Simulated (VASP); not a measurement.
# Ru (P-3m1) in VASP: single point with PBE

Aim: the single point of Ru with PBE.

All numbers are computed with VASP 6.6.1; they aren't measurements. Logs are shortened: lines on timing, memory, paths and dates and some standing lists are left out, and cuts for length are marked.

## Step 1: The cell of the first run

It takes space group P-3m1 (No. 164, trigonal). Conventional cell: a = 2.720 Å, b = 2.720 Å, c = 13.390 Å, α = 90.00°, β = 90.00°, γ = 120.00°. Within 3.5 Å of Ru (site symmetry 3m) lie 12 Ru at 2.66 to 3.08 Å. Ru (site symmetry 3m) has 12 Ru at 2.66 to 2.72 Å within 3.5 Å. Within 3.5 Å of Ru (site symmetry 3m) lie 12 Ru at 2.66 to 2.72 Å.

## Step 2: Single point, PBE (the distance across one plane changed)

Contents of INCAR:

```
SYSTEM = Ru
  PREC = Accurate
  ENCUT = 520
  EDIFF = 1E-7
  ISMEAR = 0
  SIGMA = 0.15
  LREAL = .False.
  LASPH = .True.
  NELM = 100
  ALGO = Fast
  ISIF = 2
  LWAVE = .False.
  LCHARG = .False.
  GGA = PE
  NBANDS = 51
```

Contents of KPOINTS:

```
Automatic mesh
0
Gamma
  25 25 5
  0 0 0
```

Contents of POSCAR:

```
Ru
1.0
   -2.7200250909      0.0000000000      0.0000000000
   -1.3600125454     -2.3556108276      0.0000000000
    0.0000000000      0.0000000000     13.3903084894
Ru
6
Direct
    0.3333333333      0.3333333333      0.8824539751
    0.3333333333      0.3333333333      0.2406809345
    0.3333333333      0.3333333333      0.5615674548
    0.6666666667      0.6666666667      0.0802376744
    0.6666666667      0.6666666667      0.4011241947
    0.6666666667      0.6666666667      0.7220107149
```

Potentials or basis: VASP PAW PBE potentials, release 64 (Ru_pv).

Command:

```bash
$ cat potpaw_PBE.64/Ru_pv/POTCAR > POTCAR
$ mpirun -np 1 vasp_std > vasp.out
```

OUTCAR:

```text
SYSTEM = Ru
   PREC = Accurate
   ENCUT = 520
   EDIFF = 1E-7
   ISMEAR = 0
   LREAL = .False.
   LASPH = .True.
   NELM = 100
   ISIF = 2
   GGA = PE

 ion  position               nearest neighbor table
   1  0.333  0.333  0.882-   6 2.66   6 2.66   6 2.66   4 3.08   4 3.08   4 3.08
   2  0.333  0.333  0.241-   4 2.66   4 2.66   4 2.66   5 2.66   5 2.66   5 2.66
   3  0.333  0.333  0.562-   5 2.66   6 2.66   5 2.66   6 2.66   5 2.66   6 2.66
   4  0.667  0.667  0.080-   2 2.66   2 2.66   2 2.66   1 3.08   1 3.08   1 3.08
   5  0.667  0.667  0.401-   3 2.66   3 2.66   3 2.66   2 2.66   2 2.66   2 2.66
   6  0.667  0.667  0.722-   3 2.66   3 2.66   3 2.66   1 2.66   1 2.66   1 2.66

  LATTYP: Found a hexagonal cell.
 ALAT       =     2.7200250908
 C/A-ratio  =     4.9228621216

  Lattice vectors:

 A1 = (   1.3600125454,   2.3556108276,   0.0000000000)
 A2 = (  -2.7200250909,   0.0000000000,   0.0000000000)
 A3 = (   0.0000000000,   0.0000000000,  13.3903084894)

Analysis of symmetry for initial positions (statically):
=====================================================================
 Subroutine PRICEL returns:
 Original cell was already a primitive cell.

 Routine SETGRP: Setting up the symmetry group for a
 hexagonal supercell.

 Subroutine GETGRP returns: Found 12 space group operations
 (whereof  6 operations were pure point group operations)
 out of a pool of 24 trial point group operations.

The static configuration has the point symmetry C_3v.
 The point group associated with its full space group is D_3d.

Analysis of symmetry for dynamics (positions and initial velocities):
=====================================================================
 Subroutine PRICEL returns:
 Original cell was already a primitive cell.

 Routine SETGRP: Setting up the symmetry group for a
 hexagonal supercell.

 Subroutine GETGRP returns: Found 12 space group operations
 (whereof  6 operations were pure point group operations)
 out of a pool of 24 trial point group operations.

The dynamic configuration has the point symmetry C_3v.
 The point group associated with its full space group is D_3d.

 Subroutine INISYM returns: Found 12 space group operations
 (whereof  6 operations are pure point group operations),
 and found     1 'primitive' translations

----------------------------------------------------------------------------------------

                                     Primitive cell

  volume of cell :      85.7960

  direct lattice vectors                    reciprocal lattice vectors
    -2.720025091  0.000000000  0.000000000    -0.367643667  0.212259170  0.000000000
    -1.360012545 -2.355610828  0.000000000     0.000000000 -0.424518341  0.000000000
     0.000000000  0.000000000 13.390308489     0.000000000  0.000000000  0.074680878

  length of vectors
     2.720025091  2.720025091 13.390308489     0.424518341  0.424518341  0.074680878

  position of ions in fractional coordinates (direct lattice)
     0.333333333  0.333333333  0.882453975
     0.333333333  0.333333333  0.240680934
     0.333333333  0.333333333  0.561567455
     0.666666667  0.666666667  0.080237674
     0.666666667  0.666666667  0.401124195
     0.666666667  0.666666667  0.722010715

  ion indices of the primitive-cell ions
   primitive index   ion index
                 1           1
                 2           2
                 3           3
                 4           4
                 5           5
                 6           6

----------------------------------------------------------------------------------------

 KPOINTS: Automatic mesh

Automatic generation of k-mesh.
 Grid dimensions read from file:
 generate k-points for:   25   25    5

 Generating k-lattice:

  Cartesian coordinates                     Fractional coordinates (reciprocal lattice)
    -0.014705747  0.008490367  0.000000000     0.040000000 -0.000000000  0.000000000
     0.000000000 -0.016980734  0.000000000     0.000000000  0.040000000  0.000000000
     0.000000000  0.000000000  0.014936176     0.000000000  0.000000000  0.200000000

  Length of vectors
     0.016980734  0.016980734  0.014936176

  Shift w.r.t. Gamma in fractional coordinates (k-lattice)
     0.000000000  0.000000000  0.000000000

 Subroutine IBZKPT returns following result:
 ===========================================

 Found    299 irreducible k-points:

 Following reciprocal coordinates:
            Coordinates               Weight
  0.000000  0.000000  0.000000      1.000000
  0.040000  0.000000  0.000000      6.000000
  0.080000  0.000000  0.000000      6.000000
  0.120000  0.000000  0.000000      6.000000
  0.160000  0.000000  0.000000      6.000000
  0.200000  0.000000  0.000000      6.000000
[... 16 lines left out ...]
  0.440000  0.040000  0.000000     12.000000
  0.480000  0.040000  0.000000     12.000000
 [... further k-points ...]
   k-points           NKPTS =    299   k-points in BZ     NKDIM =    299   number of bands    NBANDS=     51
   number of dos      NEDOS =    301   number of ions     NIONS =      6
   total plane-waves  NPLWV =  40000
   dimension x,y,z NGX =    20 NGY =   20 NGZ =  100
   dimension x,y,z NGXF=    40 NGYF=   40 NGZF=  200
   ions per type =               6
   NGX,Y,Z   is equivalent  to a cutoff of  12.22, 12.22, 12.42 a.u.
   NGXF,Y,Z  is equivalent  to a cutoff of  24.45, 24.45, 24.83 a.u.
 SYSTEM =  Ru
   PREC   = accura    normal or accurate (medium, high low for compatibility)
   ISTART =      0    job   : 0-new  1-cont  2-samecut
   ICHARG =      2    charge: 1-file 2-atom 10-const
   ISPIN  =      1    spin polarized calculation?
   LNONCOLLINEAR =      F non collinear calculations
   LSORBIT =      F    spin-orbit coupling
   LASPH  =      T    aspherical Exc in radial PAW
   ENCUT  =  520.0 eV  38.22 Ry    6.18 a.u.   5.06  5.06 24.90*2*pi/ulx,y,z
   NELM   =    100;   NELMIN=  2; NELMDL= -5     # of ELM steps
   EDIFF  = 0.1E-06   stopping-criterion for ELM
   LREAL  =      F    real-space projection
   EDIFFG = 0.1E-05   stopping-criterion for IOM
   NSW    =      0    number of steps for IOM
   IBRION =     -1    ionic relax: 0-MD 1-quasi-New 2-CG
   NFREE  =      0    steps in history (QN), initial steepest desc. (CG)
   ISIF   =      2    stress and relaxation
   ISYM   =      2    0-nonsym 1-usesym 2-fastsym
   POTIM  = 0.5000    time-step for ionic-motion
   TEBEG  =    0.0;   TEEND  =   0.0 temperature during run
   PSTRESS=    0.0 pullay stress
   NELECT =      84.0000    total number of electrons
   NUPDOWN=      -1.0000    fix difference up-down
   EMIN   =  10.00;   EMAX   =-10.00  energy-range for DOS
   EFERMI =   0.00;   METHOD = LEGACY
   ISMEAR =     0;   SIGMA  =   0.15  broadening in eV -4-tet -1-fermi 0-gaus
   EFERMI_NEDOS =   21; number of points for ismear=-14 and -15
   IALGO  =     68    algorithm
   IMIX   =      4    mixing-type and parameters
     AMIX     =   0.40;   BMIX     =  1.00
     AMIX_MAG =   1.60;   BMIX_MAG =  1.00
  volume/ion in A,a.u.               =      14.30        96.50
  Fermi-wavevector in a.u.,A,eV,Ry     =   1.625595  3.071928 35.954182  2.642558
  Thomas-Fermi vector in A             =   2.718692
   LORBIT       =      0    0 simple, 1 ext, 2 COOP (PROOUT), +10 PAW based schemes
   GGA     = PE    functional components
   LHFCALC =     F    Hartree Fock is set to
   AEXX    =    0.0000 exact exchange contribution
   IVDW    =     0    specifies the selected vdW correction
   LEPSILON=     F    determine dielectric tensor
   LRPA    =     F    only Hartree local field effects (RPA)
 non-spin polarized calculation
 RMM-DIIS sequential band-by-band and
 Gauss-broadening in eV      SIGMA  =   0.15
  energy-cutoff  :      520.00
  volume of cell :       85.80
 maximum number of plane-waves:      2336
   NGX = 11   NGY = 11   NGZ = 49

 number of electron      84.0000017 magnetization

 Free energy of the ion-electron system (eV)
  ---------------------------------------------------
  ext. energy  EPLUGINS =         0.00000000
  ---------------------------------------------------
  free energy    TOTEN  =       -54.89492538 eV

  energy without entropy =      -54.83384758  energy(sigma->0) =      -54.86438648

 E-fermi :  11.9573     XC(G=0): -13.7792

 val. band max:       11.9526034880   @ k =   0.2800   0.0400   0.2000
 cond. band min:      11.9582698931   @ k =   0.2800   0.0400   0.0000
 fundamental gap:      0.0056664051
 Fermi energy:        11.9573123621

 k-point     1 :       0.0000    0.0000    0.0000
  band No.  band energies     occupation
      1     -31.6246      2.00000
      2     -31.4435      2.00000
      3     -31.1995      2.00000
      4     -30.8571      2.00000
      5     -30.7963      2.00000
      6     -30.7963      2.00000
[... 43 lines left out ...]
     50      12.9433      0.00000
     51      12.9672      0.00000

 k-point     2 :       0.0400    0.0000    0.0000
  band No.  band energies     occupation
      1     -31.6199      2.00000
      2     -31.4410      2.00000
      3     -31.1996      2.00000
      4     -30.8667      2.00000
      5     -30.8024      2.00000
      6     -30.7997      2.00000
[... 43 lines left out ...]
     50      12.9229      0.00000
     51      12.9836      0.00000

 k-point     3 :       0.0800    0.0000    0.0000
  band No.  band energies     occupation
      1     -31.6061      2.00000
      2     -31.4340      2.00000
      3     -31.2007      2.00000
      4     -30.8964      2.00000
      5     -30.8256      2.00000
      6     -30.8191      2.00000
[... 43 lines left out ...]
     50      13.0073      0.00000
     51      13.1726      0.00000
[... 1027 lines left out ...]
 k-point    23 :       0.4400    0.0400    0.0000
  band No.  band energies     occupation
      1     -31.5544      2.00000
      2     -31.5161      2.00000
      3     -31.4945      2.00000
      4     -31.3949      2.00000
      5     -31.2739      2.00000
      6     -31.2425      2.00000
[... 43 lines left out ...]
     50      13.9908      0.00000
     51      14.5066      0.00000

 k-point    24 :       0.4800    0.0400    0.0000
  band No.  band energies     occupation
      1     -31.5810      2.00000
      2     -31.5393      2.00000
      3     -31.5250      2.00000
      4     -31.4177      2.00000
      5     -31.2863      2.00000
      6     -31.2607      2.00000
[... 43 lines left out ...]
     50      14.3880      0.00000
     51      15.3695      0.00000

 [... further k-points ...]

------------------------ aborting loop because EDIFF is reached ----------------------------------------

  FORCE on cell =-STRESS in cart. coord.  units (eV):
  Direction    XX          YY          ZZ          XY          YZ          ZX
  --------------------------------------------------------------------------------------
  -------------------------------------------------------------------------------------
  Total       -1.8729931     -1.8729931     -7.0157743      0.0000000      0.0000000     -0.0000000
  in kB      -34.9767721    -34.9767721   -131.0144372      0.0000000      0.0000000     -0.0000000
  external PRESSURE =     -66.9893271 kB  Pullay stress =       0.0000000 kB

 VOLUME and BASIS-vectors are now :
 -----------------------------------------------------------------------------
  energy-cutoff  :      520.00
  volume of cell :       85.80
      direct lattice vectors                 reciprocal lattice vectors
    -2.720025091  0.000000000  0.000000000    -0.367643667  0.212259170  0.000000000
    -1.360012545 -2.355610828  0.000000000     0.000000000 -0.424518341  0.000000000
     0.000000000  0.000000000 13.390308489     0.000000000  0.000000000  0.074680878

 POSITION                                       TOTAL-FORCE (eV/Angst)
 -----------------------------------------------------------------------------------
     -1.36001     -0.78520     11.81633         0.000000      0.000000      0.800413
     -1.36001     -0.78520      3.22279        -0.000000      0.000000     -0.569700
     -1.36001     -0.78520      7.51956        -0.000000     -0.000000      0.301900
     -2.72003     -1.57041      1.07441        -0.000000     -0.000000     -0.800413
     -2.72003     -1.57041      5.37118         0.000000     -0.000000     -0.301900
     -2.72003     -1.57041      9.66795         0.000000      0.000000      0.569700
 -----------------------------------------------------------------------------------
    total drift:                               -0.000000     -0.000000     -0.000212

  FREE ENERGIE OF THE ION-ELECTRON SYSTEM (eV)
  ---------------------------------------------------
  free  energy   TOTEN  =       -54.8949253799 eV

  energy  without entropy=      -54.8338475779  energy(sigma->0) =      -54.86438648
```

Run time: 47 min. Hardware: 1 thread of Oxide Virtual Turin-like, shared host; peak memory 0.82 GiB.

Results:

| Quantity | Value |
| --- | --- |
| Free energy | -54.8949 eV |
| Pressure | -6.7 GPa |
| Largest force | 0.800 eV/Å |
| Band gap on the k mesh | zero (bands 42 and 43 overlap by 2.78 eV) |

Forces in eV/Å, atoms in the order of the input:
```
Ru   0.000  0.000  0.800
Ru   0.000  0.000 -0.570
Ru   0.000  0.000  0.302
Ru   0.000  0.000 -0.800
Ru   0.000  0.000 -0.302
Ru   0.000  0.000  0.570
```

Caveat: the cell differs from its parent crystal (the distance across one plane changed); the stress differs along the axes, from -13 to -3 GPa.
